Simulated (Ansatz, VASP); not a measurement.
## Si in VASP and in Ansatz

INCAR

```
PREC = Accurate
ENCUT = 520
EDIFF = 1E-6
ISMEAR = -1
SIGMA = 0.05
LREAL = F
LASPH = T
NELM = 60
ALGO = Normal
ISIF = 2
LWAVE = F
LCHARG = F
NBANDS = 11
```

The input KPOINTS:

```
regular mesh
0
Gamma
  16 16 16
```

Contents of POSCAR:

```
Si
1.0
   -2.2879081992      2.4073347711      1.2959053549
    2.2879081992     -2.4073347711      1.2959053549
    2.2879081992      2.4073347711     -1.2959053549
Si
2
Direct
    0.8070000000      0.5570000000      0.2500000000
    0.1930000000      0.4430000000      0.7500000000
```

Input for Ansatz:

```yaml
crystal:
  lattice:
    - [-2.2879081992, 2.4073347711, 1.2959053549]
    - [2.2879081992, -2.4073347711, 1.2959053549]
    - [2.2879081992, 2.4073347711, -1.2959053549]
  atoms:
    - { symbol: Si, position: [0.807, 0.557, 0.25] }
    - { symbol: Si, position: [0.193, 0.443, 0.75] }
kpoints:
  mp_grid: { grid: [16, 16, 16] }
scf:
  occupations: { method: fermi_dirac, width: 0.05 }
hamiltonian:
  xc: lda
  pseudopotentials: { kind: all_electron, lapw: { basis_error: 0.0005 } }
output:
  forces: true
  stress: true
  eigenvalues: true
```

Change from the starting cell: volume scaled by 1.05.

Alike in both runs: task single point; functional LDA; k mesh 16 × 16 × 16; occupations fermi-dirac, width 0.05 eV; no spin polarisation.

|  | VASP | Ansatz |
| --- | --- | --- |
| version | VASP 6.6.1 | Ansatz 0.2.0 |
| potentials or method | VASP PAW LDA potentials, release 64 (Si), cutoff 520 eV | all-electron LAPW, scalar-relativistic |

VASP gave:

| Quantity | Value |
| --- | --- |
| pressure (GPa) | 3.7 |
| traceless stress, the component that is largest in VASP (GPa) | 0.78 |
| rms of the force components (eV/Å) | 0.031 |

Estimate Ansatz's values.

pressure (GPa): 3.6; traceless stress, the component that is largest in VASP (GPa): 0.74; rms of the force components (eV/Å): 0.031.

LDA's correlation is that of Perdew and Zunger in VASP and of Perdew and Wang (1992) in Ansatz. Atom by atom the forces differ by 0.000 eV/Å (rms over components). Ansatz ran all-electron here, and VASP with PAW potentials.
